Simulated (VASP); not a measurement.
Write the native input for VASP 6.6.1 that does the following.

* Task: single point
* Functional: PBE
* Potentials or basis: VASP PAW PBE potentials, release 64 (S, C)
* Cutoff: 520 eV
* k mesh: 5 × 5 × 3
* Occupations: fermi-dirac, width 0.05 eV
* Spin: no spin polarisation
* Dipole correction: no
* Further INCAR settings: ALGO = Normal; EDIFF = 1e-06; NBANDS = 25

The structure of CS2 lies in POSCAR:

```
CS2
1.0
    3.4999564800     -2.8745414400      0.0000000000
    3.4999564800      2.8745414400      0.0000000000
    0.0000000000      0.0000000000      9.8512570000
S C
4 2
Direct
    0.1815210000      0.8184790000      0.8868670000
    0.3184790000      0.6815210000      0.3868670000
    0.6815210000      0.3184790000      0.6131330000
    0.8184790000      0.1815210000      0.1131330000
    0.5000000000      0.5000000000      0.5000000000
    0.0000000000      0.0000000000      0.0000000000
```

These files were run (other wordings do the same):

INCAR

```
SYSTEM = CS2
ALGO = Normal
EDIFF = 1E-6
ENCUT = 520
GGA = PE
ISIF = 2
ISMEAR = -1
LASPH = .True.
LCHARG = .True.
LELF = .True.
LREAL = .False.
LVHAR = .True.
LWAVE = .False.
NBANDS = 25
NELM = 80
PREC = Accurate
SIGMA = 0.05
```

KPOINTS

```
k-points
0
Gamma
  5 5 3
  0 0 0
```

Potentials or basis: VASP PAW PBE potentials, release 64 (S, C).

The run is started by

```sh
$ cat potpaw_PBE.64/S/POTCAR potpaw_PBE.64/C/POTCAR > POTCAR
$ mpirun -np 1 vasp_std > vasp.out
```

It gave:

The pressure is 2.8 GPa, the largest force is 1.657 eV/Å and the band gap on the k mesh is 3.51 eV.

Caveat: this functional lacks dispersion, which holds the molecules together, so the pressure and a relaxed volume are unreliable; forces of over 1 eV/Å act on the atoms, so gaps and moduli don't describe the material at rest.

It took 83 s on 1 thread of Intel(R) Xeon(R) Platinum 8559C (Emerald Rapids), with other jobs on the host, peak memory 0.32 GiB.
